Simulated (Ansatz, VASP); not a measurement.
# CdSe: VASP beside Ansatz

Contents of INCAR:

```
ALGO = Normal ; EDIFF = 1E-6
ENCUT = 520 ; GGA = PE
ISIF = 2 ; ISMEAR = 0
LASPH = T ; LCHARG = F
LREAL = F ; LWAVE = F
NBANDS = 16 ; NELM = 100
PREC = Accurate ; SIGMA = 0.1
```

KPOINTS

```
k-points
0
Gamma
  6 6 6
```

File POSCAR:

```
CdSe
1.0
    0.0000000000      3.0702712000      3.0702712000
    3.0702712000      0.0000000000      3.0702712000
    3.0702712000      3.0702712000      0.0000000000
Cd Se
1 1
Direct
    0.0000000000      0.0000000000      0.0000000000
    0.2500000000      0.2500000000      0.2500000000
```

Input for Ansatz:

```yaml
crystal:
  lattice:
    - [0.0, 3.0702712, 3.0702712]
    - [3.0702712, 0.0, 3.0702712]
    - [3.0702712, 3.0702712, 0.0]
  atoms:
    - { symbol: Cd, position: [0.0, 0.0, 0.0] }
    - { symbol: Se, position: [0.25, 0.25, 0.25] }
basis:
  ecutwfc: 420
kpoints:
  mp_grid: { grid: [6, 6, 6] }
hamiltonian:
  xc: pbe
  pseudopotentials: { kind: paw, azcp: { folder: soft_1 } }
scf:
  occupations: { method: gaussian, width: 0.1 }
output:
  forces: true
  stress: true
  eigenvalues: true
```

Alike in both runs: task single point; functional PBE; k mesh 6 × 6 × 6; occupations gaussian, width 0.1 eV; no spin polarisation.

|  | VASP | Ansatz |
| --- | --- | --- |
| version | VASP 6.6.1 | Ansatz 0.2.0 |
| potentials or method | VASP PAW PBE potentials, release 64 (Cd, Se), cutoff 520 eV | scalar-relativistic, plane waves, PAW |
| valence electrons in the cell | 18 | 36 |

|  | VASP | Ansatz | Ansatz less VASP |
| --- | --- | --- | --- |
| gap on the k mesh at the Fermi level (eV) | 0.55 | 0.55 | 0.000 |
| least direct gap on the mesh (eV) | 0.55 | 0.55 | 0.000 |
| pressure (GPa) | 1.6 | 1.3 | -0.28 |

VASP's potentials hold 18 valence electrons a cell and Ansatz's 36, so a difference there can come from the potentials and not from the codes.
